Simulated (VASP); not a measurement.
A run of VASP 6.6.1 is set up as follows.

File INCAR:

```
  PREC = Accurate
  ENCUT = 520
  EDIFF = 1E-6
  ISMEAR = 0
  SIGMA = 0.01
  LREAL = F
  LASPH = T
  NELM = 60
  ALGO = Normal
  ISIF = 2
  LWAVE = F
  LCHARG = T
  GGA = PE
  LELF = T
  LVHAR = T
  NBANDS = 11
```

KPOINTS

```
Automatic mesh
0
Gamma
  6 6 6
```

POSCAR

```
AlN
1.0
    0.0000000000      2.1848764125      2.1411788842
    2.1848764125      0.0000000000      2.1411788842
    2.1848764125      2.1848764125      0.0000000000
Al N
1 1
Direct
    0.0000000000      0.0000000000      0.0000000000
    0.2500000000      0.2500000000      0.2500000000
```

Potentials or basis: VASP PAW PBE potentials, release 64 (Al, N).

The run is started by

```sh
$ cat potpaw_PBE.64/Al/POTCAR potpaw_PBE.64/N/POTCAR > POTCAR
$ mpirun -np 1 vasp_std > vasp.out
```

(1) Estimate the pressure.

(2) Predict the band gap on the k mesh.

## Answers

(1) 8.7 GPa.

(2) 3.21 eV, indirect (least direct gap 4.31 eV).

Caveat: the cell differs from its parent crystal (uniaxial z strain -2.0%).
